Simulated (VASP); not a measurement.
AgCl:

```xyz
4
Lattice="4.5184 0.0000 0.0000 -2.2592 3.9130 0.0000 0.0000 0.0000 5.7230" Properties=species:S:1:pos:R:3 pbc="T T T"
Ag    0.0000    2.6087    1.4308
Ag    2.2592    1.3043    4.2923
Cl    2.2592    1.3043    1.4308
Cl    0.0000    2.6087    4.2923
```

Base run:

- Program: VASP 6.6.1
- Functional: r2SCAN
- Potentials or basis: VASP PAW PBE potentials, release 64 (Ag, Cl)
- Cutoff: 520 eV
- k mesh: 6 × 6 × 4
- Occupations: gaussian, width 0.01 eV
- Spin: no spin polarisation

Its results: band gap on the k mesh 1.77 eV, indirect (least direct gap 1.78 eV).

Problem. The run is repeated on the same cell with these changes: functional from r2SCAN to PBE; further incar settings from ALGO = Normal; EDIFF = 1e-06; NBANDS = 26 to ALGO = Normal; EDIFF = 1e-08. What comes out?

Solution. Band gap on the k mesh 1.36 eV, indirect (least direct gap 1.39 eV).

A k mesh can miss the band edges.
